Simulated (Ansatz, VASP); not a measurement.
Two plane-wave programs on SbSe

```
CELL_PARAMETERS angstrom
0.00000 2.49661 2.49661
2.49661 0.00000 2.49661
2.49661 2.49661 0.00000
ATOMIC_POSITIONS crystal
Sb 0.00000 0.00000 0.00000
Se 0.50000 0.50000 0.50000
```

Alike in both runs: task relaxation of cell and atoms; functional PBE; k mesh 8 × 8 × 8; occupations gaussian, width 0.1 eV; no spin polarisation.

|  | VASP | Ansatz |
| --- | --- | --- |
| version | VASP 6.6.1 | Ansatz 0.2.0 |
| potentials or method | VASP PAW PBE potentials, release 64 (Sb, Se), cutoff 600 eV | scalar-relativistic, plane waves, PAW |
| valence electrons in the cell | 11 | 31 |

```csv
,VASP,Ansatz,Ansatz less VASP
"gap on the k mesh at the Fermi level, each at its own relaxed structure (eV)",none,none,-
relaxed volume (Å³/atom),26.97,26.96,-0.017
relaxed cell length with the largest relative difference (Å),4.241,4.240,-0.0009
```

A gap of «none» marks a metal or a gap that the smearing closes. VASP's potentials hold 11 valence electrons a cell and Ansatz's 31, so a difference there can come from the potentials and not from the codes.

Spin-orbit coupling is off throughout. Noted on VASP's run: the volume moved by over 15 % at a fixed basis, so the end points are rough.
